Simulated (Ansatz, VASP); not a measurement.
Al2Ru in VASP and in Ansatz

```
Al Ru
1.0
     0.00000    4.10179    4.50941
     2.34496    0.00000    4.50941
     2.34496    4.10179    0.00000
Al Ru
4 2
Direct
  0.07890 0.42110 0.07890
  0.42110 0.07890 0.42110
  0.17110 0.82890 0.17110
  0.82890 0.17110 0.82890
  0.75000 0.75000 0.75000
  0.50000 0.50000 0.50000
```

Change from the starting cell: volume 14.458 Å^3 an atom, stretch along a over the lengths across it, relative to the relaxed cell 0.9703.

Alike in both runs: task single point; functional LDA; k mesh 10 × 10 × 10; occupations gaussian, width 0.03 eV; no spin polarisation.

```csv
,VASP,Ansatz
version,VASP 6.6.1,Ansatz 0.2.0
potentials or method,"VASP PAW LDA potentials, release 64 (Al, Ru_pv), cutoff 520 eV","scalar-relativistic, plane waves, PAW"
valence electrons in the cell,40,44
```

```csv
,VASP,Ansatz,Ansatz less VASP
gap on the k mesh at the Fermi level (eV),none,none,-
pressure (GPa),-11.9,-12.2,-0.35
"traceless stress, the component that is largest in VASP (GPa)",4.62,4.59,-0.033
rms of the force components (eV/Å),0.018,0.016,-0.0018
```

Ansatz warns that its potentials were made for another functional, while VASP's fit it. LDA's correlation is that of Perdew and Zunger in VASP and of Perdew and Wang (1992) in Ansatz. Atom by atom the forces differ by 0.002 eV/Å (rms over components). A gap of «none» marks a metal or a gap that the smearing closes. VASP's potentials hold 40 valence electrons a cell and Ansatz's 44, so a difference there can come from the potentials and not from the codes.
